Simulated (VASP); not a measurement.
Crystal: Si2As3.

```
Si As
1.0
     3.09919    1.78932    5.64100
    -3.09919    1.78932    5.64100
     0.00000   -3.57864    5.64100
Si As
4 6
Cartesian
  0.0000 0.0000 14.4214
  0.0000 0.0000 10.9631
  0.0000 0.0000 2.5016
  0.0000 0.0000 5.9599
  -1.2009 -1.7893 7.0512
  2.1501 -0.1454 7.0512
  -0.9491 1.9347 7.0512
  1.2009 1.7893 9.8717
  -2.1501 0.1454 9.8717
  0.9491 -1.9347 9.8717
```

| Item | Value |
| --- | --- |
| Program | VASP 6.6.1 |
| Task | relaxation of cell and atoms |
| Functional | PBE |
| Potentials or basis | VASP PAW PBE potentials, release 64 (Si, As) |
| Cutoff | 600 eV |
| k mesh | 3 × 3 × 3 |
| Occupations | gaussian, width 0.1 eV |
| Spin | no spin polarisation |

At the start: pressure 4.6 GPa; volume 18.77 Å³/atom.

Question: How do energy, volume and symmetry change on relaxing?

Answer: Over 17 steps the energy falls by 23.0 meV/atom and the volume is 19.81 Å³/atom (+5.5 %); space group R-3c (No. 167, to 0.1 Å) before and after.

Step by step:
```tsv
step	energy change (eV)	largest force (eV/Å)	pressure (GPa)	volume (Å³)
1	0.0000	0.4038	4.63	187.69
2	-0.1479	0.2233	-1.96	202.80
3	-0.1713	0.2615	-0.36	198.48
4	-0.1881	0.1509	-0.09	197.97
5	-0.1934	0.1082	0.18	197.51
6	-0.2016	0.0765	0.01	198.03
7	-0.2181	0.0122	-0.50	199.54
8	-0.1782	0.1417	-1.33	202.49
9	-0.2197	0.0350	-0.64	199.96
10	-0.2246	0.0493	-0.30	199.15
11	-0.2254	0.0546	-0.12	198.74
12	-0.2254	0.0550	-0.11	198.71
13	-0.2262	0.0523	-0.07	198.58
14	-0.2280	0.0440	0.06	198.21
15	-0.2286	0.0273	0.31	197.46
16	-0.2288	0.0332	0.23	197.72
17	-0.2297	0.0290	0.07	198.07
```

Final structure:
```xyz
10
Lattice="3.1236 1.8034 5.8603 -3.1236 1.8034 5.8603 0.0000 -3.6068 5.8603" Properties=species:S:1:pos:R:3 pbc="T T T"
Si    0.0000    0.0000   14.9737
Si    0.0000    0.0000   11.3978
Si    0.0000    0.0000    2.6073
Si    0.0000    0.0000    6.1832
As   -1.2781   -1.8034    7.3254
As    2.2008   -0.2052    7.3254
As   -0.9228    2.0086    7.3254
As    1.2781    1.8034   10.2556
As   -2.2008    0.2052   10.2556
As    0.9228   -2.0086   10.2556
```

Caveat: the k points lie up to 0.41 Å⁻¹ apart in the final cell, too coarse for converged energies and pressures of a metal.
